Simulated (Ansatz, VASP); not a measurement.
# ScHBr2: VASP beside Ansatz

File INCAR:

```
ALGO     = Normal         # electronic algorithm
EDIFF    = 1E-6           # SCF threshold, eV
ENCUT    = 520            # plane-wave cutoff, eV
GGA      = PE             # functional
ISIF     = 2              # what is computed and relaxed
ISMEAR   = 0              # smearing method
LASPH    = T              # aspherical terms in the spheres
LCHARG   = F              # write CHGCAR
LREAL    = F              # projectors in reciprocal space
LWAVE    = F              # write WAVECAR
NBANDS   = 36             # bands
NELM     = 100            # most SCF steps
PREC     = Accurate       # precision mode
SIGMA    = 0.1            # smearing width, eV
```

KPOINTS

```
k-points
0
Gamma
  4 4 2
```

POSCAR

```
ScHBr2
1.0
    5.2722309431      0.0000000000      0.0000000000
    0.0000000000      5.2722309431      0.0000000000
    0.0000000000      0.0000000000      7.8581406694
Sc H Br
2 2 4
Direct
    1.0000000000      1.0000000000      0.5000000000
    0.0000000000      0.0000000000      0.0000000000
    1.0000000000      0.0000000000      0.2500000000
    1.0000000000      0.0000000000      0.7500000000
    0.5000000000      1.0000000000      0.5000000000
    0.5000000000      0.0000000000      0.0000000000
    0.0000000000      0.5000000000      0.5000000000
    0.0000000000      0.5000000000      0.0000000000
```

Input for Ansatz:

```yaml
crystal:
  lattice:
    - [5.2722309431, 0.0, 0.0]
    - [0.0, 5.2722309431, 0.0]
    - [0.0, 0.0, 7.8581406694]
  atoms:
    - { symbol: Sc, position: [1.0, 1.0, 0.5] }
    - { symbol: Sc, position: [0.0, 0.0, 0.0] }
    - { symbol: H, position: [1.0, 0.0, 0.25] }
    - { symbol: H, position: [1.0, 0.0, 0.75] }
    - { symbol: Br, position: [0.5, 1.0, 0.5] }
    - { symbol: Br, position: [0.5, 0.0, 0.0] }
    - { symbol: Br, position: [0.0, 0.5, 0.5] }
    - { symbol: Br, position: [0.0, 0.5, 0.0] }
basis:
  ecutwfc: 420
kpoints:
  mp_grid: { grid: [4, 4, 2] }
hamiltonian:
  xc: pbe
scf:
  occupations: { method: gaussian, width: 0.1 }
  lower_state_search: "off"
output:
  forces: true
  stress: true
  eigenvalues: true
```

Alike in both runs: task single point; functional PBE; k mesh 4 × 4 × 2; occupations gaussian, width 0.1 eV; no spin polarisation.

```csv
,VASP,Ansatz
version,VASP 6.6.1,Ansatz 0.2.0
potentials or method,"VASP PAW PBE potentials, release 64 (Sc_sv, H, Br), cutoff 520 eV","scalar-relativistic, plane waves, PAW"
valence electrons in the cell,52,52
```

|  | VASP | Ansatz | Ansatz less VASP |
| --- | --- | --- | --- |
| gap on the k mesh at the Fermi level (eV) | 1.69 | 1.70 | +0.009 |
| least direct gap on the mesh (eV) | 1.69 | 1.70 | +0.009 |
| pressure (GPa) | 0.1 | 0.0 | -0.09 |
| traceless stress, the component that is largest in VASP (GPa) | 0.02 | 0.05 | +0.031 |
